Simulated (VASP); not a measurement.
A run of VASP 6.6.1 is set up as follows.

Contents of INCAR:

```
SYSTEM = Cu
AGGAC    = 1.0          
AGGAX    = 1.0          
ALDAC    = 0.0          
ALDAX    = 1.0          
ALGO     = Normal         ! electronic algorithm
EDIFF    = 1E-6           ! SCF threshold, eV
EDIFFG   = -0.01          ! ionic threshold
ENCUT    = 600            ! plane-wave cutoff, eV
GGA      = B5             ! functional
IBRION   = 2              ! ionic algorithm
ISIF     = 3              ! what is computed and relaxed
ISMEAR   = -1             ! smearing method
LASPH    = .True.         ! aspherical terms in the spheres
LCHARG   = .False.        ! write CHGCAR
LREAL    = .False.        ! projectors in reciprocal space
LWAVE    = .False.        ! write WAVECAR
NELM     = 80             ! most SCF steps
NSW      = 80             ! ionic steps
PREC     = Accurate       ! precision mode
SIGMA    = 0.1            ! smearing width, eV
```

The input KPOINTS:

```
k-points
0
Gamma
  15 15 15
  0 0 0
```

POSCAR

```
Cu
1.0
   -1.4345978267      1.4345978267      1.4345978267
    1.4345978267     -1.4345978267      1.4345978267
    1.4345978267      1.4345978267     -1.4345978267
Cu
1
Direct
    0.0000000000      0.0000000000      0.0000000000
```

Potentials or basis: VASP PAW PBE potentials, release 64 (Cu).

Launch:

```bash
$ cat potpaw_PBE.64/Cu/POTCAR > POTCAR
$ mpirun -np 1 vasp_std > vasp.out
```

Estimate the relaxed cell.

a = 2.554 Å, b = 2.554 Å, c = 2.554 Å, α = 109.47°, β = 109.47°, γ = 109.47°.

What does it give for the space group after relaxing (to 0.05 Å)?

Im-3m (No. 229).

Estimate the relaxed volume.

12.83 Å³/atom.

Final structure:
```
Cu
1.0
    -1.47482    1.47482    1.47482
     1.47482   -1.47482    1.47482
     1.47482    1.47482   -1.47482
Cu
1
Cartesian
  0.0000 0.0000 0.0000
```

Caveat: the PAW data sets were made with another functional, which shifts forces and pressure a little.
